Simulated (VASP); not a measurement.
# MgO (P1) in VASP: relaxation of the atoms with PBEsol

Aim: the relaxation of the atoms of MgO with PBEsol.

Program: VASP 6.6.1. These are calculated values, not measurements. Logs are shortened: lines on timing, memory, paths and dates and some standing lists are left out, and cuts for length are marked.

## (1) The cell of the first run

The typed cell holds 32 atoms: a = 7.299 Å, b = 7.299 Å, c = 7.299 Å, α = 109.47°, β = 109.47°, γ = 109.47°.

## (2) Relaxation of the atoms, PBEsol

File INCAR:

```
SYSTEM = MgO
ALGO = Normal ; EDIFF = 1E-7
EDIFFG = -0.03 ; ENCUT = 520
GGA = PS ; IBRION = 2
ISIF = 2 ; ISMEAR = 0
KPAR = 2 ; LASPH = .True.
LCHARG = .False. ; LREAL = Auto
LWAVE = .False. ; NELM = 80
NSW = 45 ; PREC = Accurate
SIGMA = 0.02
```

File KPOINTS:

```
Automatic mesh
0
Gamma
  2 2 2
  0.5 0.5 0.5
```

File POSCAR:

```
MgO
1.0
    4.2140464123      4.2140464123      4.2140464123
   -4.2140464123     -4.2140464123      4.2140464123
    4.2140464123     -4.2140464123     -4.2140464123
Mg O
16 16
Direct
    0.7454897610      0.2510619129     -0.0080470001
   -0.0250914131     -0.0239441848     -0.0227919467
    0.7530478940      0.5045755527      0.7534011395
    0.0004210815      0.2512804130      0.7460321748
    0.2499721687     -0.0066595212      0.7542565855
    0.2482752463      0.7465705190      0.0061092679
    0.4975154589      0.5008044134     -0.0062576782
    0.7419539559      0.0069601774      0.2539773716
    0.7329458269      0.7411578820      0.4979483922
    0.0027613562      0.5065634028      0.5005699821
    0.2431714646      0.2432896221      0.4984681649
    0.4921639297     -0.0125428669      0.4880441826
    0.4857385286      0.7406215724      0.7449366948
   -0.0057219779      0.7458615302      0.2528540335
    0.2600614358      0.4985216925      0.2591378723
    0.5056093106      0.2597289120      0.2463569623
    0.5011865054      0.2527241298      0.7558886054
    0.7622275031      0.0002905436      0.7604989700
    0.4962880049      0.4994980448      0.4978910351
    0.7505914984      0.2528987032      0.5004561419
   -0.0000518473     -0.0091809113      0.4972635087
    0.0025036355      0.7518007440      0.7526587625
    0.2462321537      0.4963054511      0.7434111753
    0.4847401861     -0.0161911782     -0.0049801239
    0.5025538201      0.7490467673      0.2446957600
    0.7451871644      0.5077962928      0.2594082196
    0.0020711672      0.2409976034      0.2433746365
    0.2504893035      0.0100335070      0.2553113150
    0.2477503792      0.7540830175      0.4934998255
    0.7399371399      0.7513330681     -0.0063039076
    0.0005937442      0.5013890237      0.0023383632
    0.2448062446      0.2485718218     -0.0025695849
```

Potentials or basis: VASP PAW PBE potentials, release 64 (Mg, O).

Run with:

```console
$ cat potpaw_PBE.64/Mg/POTCAR potpaw_PBE.64/O/POTCAR > POTCAR
$ mpirun -np 4 vasp_std > vasp.out
```

OUTCAR:

```text
SYSTEM = MgO
   EDIFF = 1E-7
   EDIFFG = -0.03
   ENCUT = 520
   GGA = PS
   IBRION = 2
   ISIF = 2
   ISMEAR = 0
   LASPH = .True.
   LREAL = Auto
   NELM = 80
   NSW = 45
   PREC = Accurate

 ion  position               nearest neighbor table
   1  0.745  0.251  0.992-  17 2.03  31 2.09  18 2.11  27 2.18  26 2.21  24 2.24   3 2.93  16 2.95
                            14 2.95   5 2.96   7 2.97   4 2.99  12 3.00   2 3.01   8 3.02  10 3.03
   2  0.975  0.976  0.977-  18 1.92  30 2.01  22 2.01  27 2.13  28 2.20  32 2.20   3 2.81   9 2.86
                            13 2.92   5 2.97   6 3.00   1 3.01  14 3.02   4 3.02   8 3.04  11 3.11
   3  0.753  0.505  0.753-  22 2.10  31 2.11  30 2.11  20 2.12  17 2.13  19 2.14   2 2.81   1 2.93
                             9 2.93   6 2.95   7 2.96  14 2.98   4 2.98  10 3.00  13 3.00  16 3.02
   4  0.000  0.251  0.746-  23 2.08  20 2.09  32 2.10  18 2.13  31 2.13  21 2.15  11 2.92   8 2.93
                             6 2.95   7 2.96   3 2.98  10 2.98   1 2.99   2 3.02   5 3.03  12 3.03
   5  0.250  0.993  0.754-  24 2.05  22 2.05  29 2.10  32 2.12  21 2.13  17 2.15  10 2.90  13 2.91
                            16 2.94   1 2.96   6 2.97   2 2.97  14 2.99  11 3.01   4 3.03   7 3.03
   6  0.248  0.747  0.006-  24 2.04  31 2.06  25 2.07  22 2.13  28 2.15  23 2.15  12 2.87   8 2.94
                             7 2.95   3 2.95   4 2.95   5 2.97  13 2.97  14 2.98  15 2.99   2 3.00
   7  0.498  0.501  0.994-  17 2.06  30 2.08  25 2.08  23 2.10  26 2.14  32 2.14  13 2.91  16 2.94
                             6 2.95  11 2.95   3 2.96  14 2.96   4 2.96   1 2.97  15 3.00   9 3.01
   8  0.742  0.007  0.254-  20 2.04  25 2.06  24 2.08  27 2.13  30 2.17  21 2.18  12 2.89  16 2.92
                             4 2.93   6 2.94  10 2.98  11 2.99   1 3.02   7 3.02  13 3.03   9 3.04
   9  0.733  0.741  0.498-  19 2.02  26 2.04  25 2.08  18 2.08  22 2.17  21 2.18  15 2.82   2 2.86
[... 17 lines left out ...]
  19  0.496  0.499  0.498-  15 2.00   9 2.02  13 2.10  16 2.11   3 2.14  11 2.15
  20  0.751  0.253  0.500-   8 2.04   4 2.09   3 2.12  10 2.13  16 2.13  12 2.16
  21  1.000  0.991  0.497-  14 2.04  11 2.08   5 2.13   4 2.15   9 2.18   8 2.18
  22  0.003  0.752  0.753-   2 2.01   5 2.05   3 2.10  10 2.10   6 2.13   9 2.17
[... 8 lines left out ...]
  31  0.001  0.501  0.002-   6 2.06   1 2.09   3 2.11  14 2.11   4 2.13  15 2.19
  32  0.245  0.249  0.997-  15 2.10   4 2.10  16 2.10   5 2.12   7 2.14   2 2.20

  LATTYP: Found a body centered cubic cell.
 ALAT       =     8.4280928246

  Lattice vectors:

 A1 = (   4.2140464123,   4.2140464123,   4.2140464123)
 A2 = (  -4.2140464123,  -4.2140464123,   4.2140464123)
 A3 = (   4.2140464123,  -4.2140464123,  -4.2140464123)

Analysis of symmetry for initial positions (statically):
=====================================================================
 Subroutine PRICEL returns:
 Original cell was already a primitive cell.

 Routine SETGRP: Setting up the symmetry group for a
 body centered cubic supercell.

 Subroutine GETGRP returns: Found  1 space group operations
 (whereof  1 operations were pure point group operations)
 out of a pool of 48 trial point group operations.

The static configuration has the point symmetry C_1 .

Analysis of symmetry for dynamics (positions and initial velocities):
=====================================================================
 Subroutine PRICEL returns:
 Original cell was already a primitive cell.

 Routine SETGRP: Setting up the symmetry group for a
 body centered cubic supercell.

 Subroutine GETGRP returns: Found  1 space group operations
 (whereof  1 operations were pure point group operations)
 out of a pool of 48 trial point group operations.

The dynamic configuration has the point symmetry C_1 .

 Subroutine INISYM returns: Found  1 space group operations
 (whereof  1 operations are pure point group operations),
 and found     1 'primitive' translations

----------------------------------------------------------------------------------------

                                     Primitive cell

  volume of cell :     299.3353

  direct lattice vectors                    reciprocal lattice vectors
     4.214046412  4.214046412  4.214046412     0.118650805  0.000000000  0.118650805
    -4.214046412 -4.214046412  4.214046412     0.000000000 -0.118650805  0.118650805
     4.214046412 -4.214046412 -4.214046412     0.118650805 -0.118650805  0.000000000

  length of vectors
     7.298942492  7.298942492  7.298942492     0.167797578  0.167797578  0.167797578

  position of ions in fractional coordinates (direct lattice)
     0.745489761  0.251061913  0.991953000
     0.974908587  0.976055815  0.977208053
     0.753047894  0.504575553  0.753401139
     0.000421082  0.251280413  0.746032175
     0.249972169  0.993340479  0.754256586
     0.248275246  0.746570519  0.006109268
[... 24 lines left out ...]
     0.000593744  0.501389024  0.002338363
     0.244806245  0.248571822  0.997430415
[... 49 lines left out ...]
     0.059325403 -0.059325403  0.000000000     0.000000000  0.000000000  0.500000000

  Length of vectors
     0.083898789  0.083898789  0.083898789

  Shift w.r.t. Gamma in fractional coordinates (k-lattice)
     0.500000000  0.500000000  0.500000000

 Subroutine IBZKPT returns following result:
 ===========================================

 Found      4 irreducible k-points:

 Following reciprocal coordinates:
            Coordinates               Weight
  0.250000  0.250000  0.250000      2.000000
 -0.250000  0.250000  0.250000      2.000000
  0.250000 -0.250000  0.250000      2.000000
  0.250000  0.250000 -0.250000      2.000000
   k-points           NKPTS =      4   k-points in BZ     NKDIM =      4   number of bands    NBANDS=     82
   number of dos      NEDOS =    301   number of ions     NIONS =     32
   total plane-waves  NPLWV = 157464
   dimension x,y,z NGX =    54 NGY =   54 NGZ =   54
   dimension x,y,z NGXF=   108 NGYF=  108 NGZF=  108
   ions per type =              16  16
   NGX,Y,Z   is equivalent  to a cutoff of  12.30, 12.30, 12.30 a.u.
   NGXF,Y,Z  is equivalent  to a cutoff of  24.60, 24.60, 24.60 a.u.
 SYSTEM =  MgO
   PREC   = accura    normal or accurate (medium, high low for compatibility)
   ISTART =      0    job   : 0-new  1-cont  2-samecut
   ICHARG =      2    charge: 1-file 2-atom 10-const
   ISPIN  =      1    spin polarized calculation?
   LNONCOLLINEAR =      F non collinear calculations
   LSORBIT =      F    spin-orbit coupling
   LASPH  =      T    aspherical Exc in radial PAW
   ENCUT  =  520.0 eV  38.22 Ry    6.18 a.u.  13.57 13.57 13.57*2*pi/ulx,y,z
   NELM   =     80;   NELMIN=  2; NELMDL= -5     # of ELM steps
   EDIFF  = 0.1E-06   stopping-criterion for ELM
   LREAL  =      T    real-space projection
   EDIFFG = -.3E-01   stopping-criterion for IOM
   NSW    =     45    number of steps for IOM
   IBRION =      2    ionic relax: 0-MD 1-quasi-New 2-CG
   NFREE  =      1    steps in history (QN), initial steepest desc. (CG)
   ISIF   =      2    stress and relaxation
   ISYM   =      2    0-nonsym 1-usesym 2-fastsym
   POTIM  = 0.5000    time-step for ionic-motion
   TEBEG  =    0.0;   TEEND  =   0.0 temperature during run
   PSTRESS=    0.0 pullay stress
   NELECT =     128.0000    total number of electrons
   NUPDOWN=      -1.0000    fix difference up-down
   EMIN   =  10.00;   EMAX   =-10.00  energy-range for DOS
   EFERMI =   0.00;   METHOD = LEGACY
   ISMEAR =     0;   SIGMA  =   0.02  broadening in eV -4-tet -1-fermi 0-gaus
   EFERMI_NEDOS =   21; number of points for ismear=-14 and -15
   IALGO  =     38    algorithm
   IMIX   =      4    mixing-type and parameters
     AMIX     =   0.40;   BMIX     =  1.00
     AMIX_MAG =   1.60;   BMIX_MAG =  1.00
  volume/ion in A,a.u.               =       9.35        63.13
  Fermi-wavevector in a.u.,A,eV,Ry     =   1.233367  2.330725 20.697089  1.521193
  Thomas-Fermi vector in A             =   2.368100
   LORBIT       =      0    0 simple, 1 ext, 2 COOP (PROOUT), +10 PAW based schemes
   GGA     = PS    functional components
   LHFCALC =     F    Hartree Fock is set to
   AEXX    =    0.0000 exact exchange contribution
   IVDW    =     0    specifies the selected vdW correction
   LEPSILON=     F    determine dielectric tensor
   LRPA    =     F    only Hartree local field effects (RPA)
 conjugate gradient relaxation of ions
 non-spin polarized calculation
 Gauss-broadening in eV      SIGMA  =   0.02
  energy-cutoff  :      520.00
  volume of cell :      299.34
 maximum number of plane-waves:      8088
 NGX is ok and might be reduce to    54
   NGX = 27   NGY = 27   NGZ = 27

--------------------------------------- Ionic step        1  -------------------------------------------

 number of electron     128.0000006 magnetization

 Free energy of the ion-electron system (eV)
  ---------------------------------------------------
  ext. energy  EPLUGINS =         0.00000000
  ---------------------------------------------------
  free energy    TOTEN  =      -199.23037564 eV

  energy without entropy =     -199.23037564  energy(sigma->0) =     -199.23037564

------------------------ aborting loop because EDIFF is reached ----------------------------------------

  FORCE on cell =-STRESS in cart. coord.  units (eV):
  Direction    XX          YY          ZZ          XY          YZ          ZX
  --------------------------------------------------------------------------------------
  -------------------------------------------------------------------------------------
  Total        1.8043491      0.5022706      1.4337038      0.0026156     -0.0629645      0.0214237
  in kB        9.6576891      2.6883784      7.6738285      0.0139999     -0.3370144      0.1146691
  external PRESSURE =       6.6732987 kB  Pullay stress =       0.0000000 kB
[... 449 lines left out ...]
--------------------------------------- Ionic step        8  -------------------------------------------

 number of electron     128.0000026 magnetization

 Free energy of the ion-electron system (eV)
  ---------------------------------------------------
  ext. energy  EPLUGINS =         0.00000000
  ---------------------------------------------------
  free energy    TOTEN  =      -200.21314808 eV

  energy without entropy =     -200.21314808  energy(sigma->0) =     -200.21314808

 E-fermi :   2.9187     XC(G=0): -11.3036

 val. band max:        2.8206161568   @ k =   0.2500  -0.2500   0.2500
 cond. band min:       8.8973274526   @ k =   0.2500   0.2500  -0.2500
 fundamental gap:      6.0767112958
 Fermi energy:         2.9186976322

 k-point     1 :       0.2500    0.2500    0.2500
  band No.  band energies     occupation
      1     -13.5462      2.00000
      2     -13.5450      2.00000
      3     -13.5439      2.00000
      4     -13.5420      2.00000
      5     -12.7149      2.00000
      6     -12.7139      2.00000
[... 305 lines left out ...]
     75      12.6380      0.00000
     76      12.8748      0.00000
 [bands above 76 left out]

------------------------ aborting loop because EDIFF is reached ----------------------------------------

  FORCE on cell =-STRESS in cart. coord.  units (eV):
  Direction    XX          YY          ZZ          XY          YZ          ZX
  --------------------------------------------------------------------------------------
  -------------------------------------------------------------------------------------
  Total       -0.9182821     -0.9321011     -0.9032647      0.0006696     -0.0002473      0.0082578
  in kB       -4.9150594     -4.9890251     -4.8346795      0.0035841     -0.0013237      0.0441995
  external PRESSURE =      -4.9129213 kB  Pullay stress =       0.0000000 kB
[... 47 lines left out ...]
  FREE ENERGIE OF THE ION-ELECTRON SYSTEM (eV)
  ---------------------------------------------------
  free  energy   TOTEN  =      -200.2131480772 eV

  energy  without entropy=     -200.2131480772  energy(sigma->0) =     -200.21314808

 reached required accuracy - stopping structural energy minimisation
```

Wall time 5.5 min (4 MPI ranks of AMD EPYC 7R13 (Zen 3), shared host); peak memory 0.31 GiB.

What came out:

```
Free energy                  : -200.2131 eV
Energy gained by relaxing    : 30.7 meV/atom
Ionic steps                  : 8
Pressure after relaxing      : -0.5 GPa
Largest force after relaxing : 0.028 eV/Å
Band gap on the k mesh       : 6.08 eV
```

Forces in eV/Å, atoms in the order of the input:
```
Mg  -0.006 -0.005  0.004
Mg   0.009  0.007 -0.006
Mg  -0.001  0.001  0.002
Mg  -0.001 -0.018 -0.008
Mg  -0.016  0.016 -0.011
Mg  -0.001  0.012  0.015
Mg  -0.003 -0.011 -0.008
Mg   0.001 -0.004 -0.012
Mg  -0.001  0.017 -0.008
Mg   0.001 -0.016  0.010
Mg  -0.003 -0.003  0.008
Mg  -0.002  0.005 -0.004
Mg   0.009 -0.009 -0.007
Mg  -0.005  0.016  0.000
Mg  -0.002 -0.001  0.004
Mg   0.008  0.006 -0.013
O   -0.006 -0.023 -0.012
O    0.002  0.000  0.000
O    0.004 -0.016  0.007
O    0.017 -0.001 -0.010
O   -0.003 -0.002  0.007
O   -0.002  0.005  0.006
O   -0.001  0.016 -0.007
O   -0.002  0.006 -0.004
O    0.011  0.004  0.003
O    0.005 -0.003 -0.010
O    0.012 -0.009 -0.003
O   -0.013  0.000  0.020
O   -0.002  0.013  0.024
O    0.005  0.004  0.004
O   -0.005 -0.010  0.009
O   -0.007  0.004  0.000
```

The path:
| step | energy change (eV) | largest force (eV/Å) | pressure (GPa) |
| --- | --- | --- | --- |
| 1 | 0.0000 | 2.2503 | 0.67 |
| 2 | -0.8187 | 0.5087 | -0.26 |
| 3 | -0.8315 | 0.5767 | -0.30 |
| 4 | -0.9475 | 0.2422 | -0.44 |
| 5 | -0.9609 | 0.2013 | -0.46 |
| 6 | -0.9777 | 0.0902 | -0.49 |
| 7 | -0.9808 | 0.0691 | -0.49 |
| 8 | -0.9828 | 0.0277 | -0.49 |

Final structure:
```xyz
32
Lattice="4.2140 4.2140 4.2140 -4.2140 -4.2140 4.2140 4.2140 -4.2140 -4.2140" Properties=species:S:1:pos:R:3 pbc="T T T"
Mg    6.3108   -2.1056   -0.0137
Mg    4.2028   -4.2141    4.2001
Mg    4.2035   -2.1066    2.0930
Mg    6.3102    0.0023    2.0944
Mg   -0.0079   -6.3224    2.0934
Mg    2.0966   -6.3226   -0.0163
Mg    4.2036   -4.2130   -0.0121
Mg   -0.0122   -2.1061    6.3078
Mg    2.0963   -2.1085    4.2008
Mg    4.2031    0.0013    4.1990
Mg    2.0969   -2.1057   -0.0149
Mg   -0.0107   -4.2139    4.2006
Mg    2.0946   -4.2128    2.0927
Mg    2.0973   -0.0018    6.3060
Mg   -0.0109   -2.1065    2.0924
Mg    2.0952   -0.0006    2.0946
O     4.2040   -2.1044   -0.0129
O     2.0957   -4.2130    4.2000
O     2.0955   -2.1053    2.0921
O     4.2011    0.0010    2.0948
O     2.0970   -2.1073    6.3069
O     4.2036   -2.1081    4.1987
O     2.0965   -4.2146   -0.0138
O     2.0964   -6.3218    2.0938
O    -0.0117   -2.1077    4.1995
O     2.0953    0.0002    4.2013
O     4.2023    2.1088    4.1998
O    -2.1165   -4.2141    4.1972
O    -0.0102   -4.2153    2.0902
O     4.2021   -4.2141    2.0927
O     6.3112   -2.1054    2.0917
O     4.2039   -4.2136   -2.1205
```

Caveat: the PAW data sets were made with another functional, which shifts forces and pressure a little; a shifted mesh leaves out Γ, where band edges can lie. A k mesh can miss the band edges.
